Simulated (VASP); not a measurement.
A run of VASP 6.6.1 is set up as follows.

Contents of INCAR:

```
PREC = Accurate
ENCUT = 520
EDIFF = 1E-6
ISMEAR = 0
SIGMA = 0.05
LREAL = F
LASPH = T
NELM = 80
ALGO = Normal
ISIF = 2
LWAVE = F
LCHARG = F
GGA = PE
NBANDS = 16
```

The input KPOINTS:

```
regular mesh
0
Gamma
  10 10 10
```

Contents of POSCAR:

```
ScSi2
1.0
    4.0334597719      0.0000000000      0.0000000000
   -2.0167298860      3.4930786276      0.0000000000
    0.0000000000      0.0000000000      3.6309188480
Sc Si
1 2
Direct
    0.0000000000      0.0000000000      0.0000000000
    0.3333333333      0.6666666667      0.5000000000
    0.6666666667      0.3333333333      0.5000000000
```

Potentials or basis: VASP PAW PBE potentials, release 64 (Sc_sv, Si).

Run with:

```console
$ cat potpaw_PBE.64/Sc_sv/POTCAR potpaw_PBE.64/Si/POTCAR > POTCAR
$ mpirun -np 1 vasp_std > vasp.out
```

**Question.** Predict the pressure.

**Answer.** 0.0 GPa.

**Question.** What does it give for the band gap on the k mesh?

**Answer.** Zero (an odd number of electrons rules out a gap without spin polarisation).

Stress tensor (GPa, compression positive):
```
-0.02  0.00  0.00
 0.00 -0.02  0.00
 0.00  0.00  0.11
```
